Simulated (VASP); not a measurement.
Set up this calculation in VASP 6.6.1, as the native input.

```
Task                   : single point
Functional             : PBE
Potentials or basis    : VASP PAW PBE potentials, release 64 (Li_sv, Cl)
Cutoff                 : 520 eV
k mesh                 : 8 × 8 × 8
Occupations            : fermi-dirac, width 0.02 eV
Spin                   : no spin polarisation
Dipole correction      : no
Further INCAR settings : ALGO = Normal; EDIFF = 1e-06; NBANDS = 12
```

The structure of LiCl lies in POSCAR:

```
LiCl
1.0
    0.0000000000      2.7330425439      2.7330425439
    2.7330425439      0.0000000000      2.7330425439
    2.7330425439      2.7330425439      0.0000000000
Li Cl
1 1
Direct
    0.0000000000      0.0000000000      0.0000000000
    0.2500000000      0.2500000000      0.2500000000
```

These files were run (other wordings do the same):

INCAR

```
PREC     = Accurate       # precision mode
ENCUT    = 520            # plane-wave cutoff, eV
EDIFF    = 1E-6           # SCF threshold, eV
ISMEAR   = -1             # smearing method
SIGMA    = 0.02           # smearing width, eV
LREAL    = False          # projectors in reciprocal space
LASPH    = True           # aspherical terms in the spheres
NELM     = 60             # most SCF steps
ALGO     = Normal         # electronic algorithm
ISIF     = 2              # what is computed and relaxed
LWAVE    = False          # write WAVECAR
LCHARG   = False          # write CHGCAR
GGA      = PE             # functional
NBANDS   = 12             # bands
```

KPOINTS

```
regular mesh
0
Gamma
  8 8 8
```

Potentials or basis: VASP PAW PBE potentials, release 64 (Li_sv, Cl).

Launch:

```bash
$ cat potpaw_PBE.64/Li_sv/POTCAR potpaw_PBE.64/Cl/POTCAR > POTCAR
$ mpirun -np 1 vasp_std > vasp.out
```

Results of the run:

| Quantity | Value |
| --- | --- |
| Band gap on the k mesh | 6.06 eV, direct |

Wall time 10 s on 1 thread of AMD EPYC 9R14 (Zen 4), with other jobs on the host, peak memory 0.13 GiB.
